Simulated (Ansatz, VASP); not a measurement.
**Ta in VASP and in Ansatz**

The input INCAR:

```
SYSTEM = Ta
PREC = Accurate ; ENCUT = 520
EDIFF = 1E-7 ; ISMEAR = -1
SIGMA = 0.08 ; LREAL = .FALSE.
LASPH = .TRUE. ; NELM = 100
ALGO = Normal ; ISIF = 2
LWAVE = .FALSE. ; LCHARG = .FALSE.
GGA = PS ; NBANDS = 12
```

The input KPOINTS:

```
Automatic mesh
0
G
  17 17 17
  0 0 0
```

POSCAR

```
Ta
1.0
   -1.6567660204      1.6567660204      1.6567660204
    1.6567660204     -1.6567660204      1.6567660204
    1.6567660204      1.6567660204     -1.6567660204
Ta
1
Direct
    0.0000000000      0.0000000000      0.0000000000
```

Input for Ansatz:

```yaml
crystal:
  lattice:
    - [-1.6567660204, 1.6567660204, 1.6567660204]
    - [1.6567660204, -1.6567660204, 1.6567660204]
    - [1.6567660204, 1.6567660204, -1.6567660204]
  atoms:
    - { symbol: Ta, position: [0.0, 0.0, 0.0] }
kpoints:
  mp_grid: { grid: [17, 17, 17] }
  band_path:
    path:
      - [0.0, 0.0, 0.0]
      - [0.5, -0.5, 0.5]
      - [0.0, 0.0, 0.5]
      - [0.0, 0.0, 0.0]
      - [0.25, 0.25, 0.25]
      - [0.5, -0.5, 0.5]
      - [0.25, 0.25, 0.25]
      - [0.0, 0.0, 0.5]
    npoints: 5
scf:
  occupations: { method: fermi_dirac, width: 0.08 }
hamiltonian:
  xc: pbesol
  pseudopotentials: { kind: all_electron, lapw: { basis_error: 0.0005 } }
output:
  forces: true
  stress: true
  eigenvalues: true
```

Change from the starting cell: volume scaled by 1.01.

Alike in both runs: task single point; functional PBEsol; k mesh 17 × 17 × 17; occupations fermi-dirac, width 0.08 eV; no spin polarisation.

|  | VASP | Ansatz |
| --- | --- | --- |
| version | VASP 6.6.1 | Ansatz 0.2.0 |
| potentials or method | VASP PAW PBE potentials, release 64 (Ta_pv), cutoff 520 eV | all-electron LAPW, scalar-relativistic |

|  | VASP | Ansatz | Ansatz less VASP |
| --- | --- | --- | --- |
| pressure (GPa) | -5.6 | -5.7 | -0.19 |

VASP's potentials were made for PBE, not for PBEsol. Ansatz ran all-electron here, and VASP with PAW potentials.

Spin-orbit coupling is off throughout.
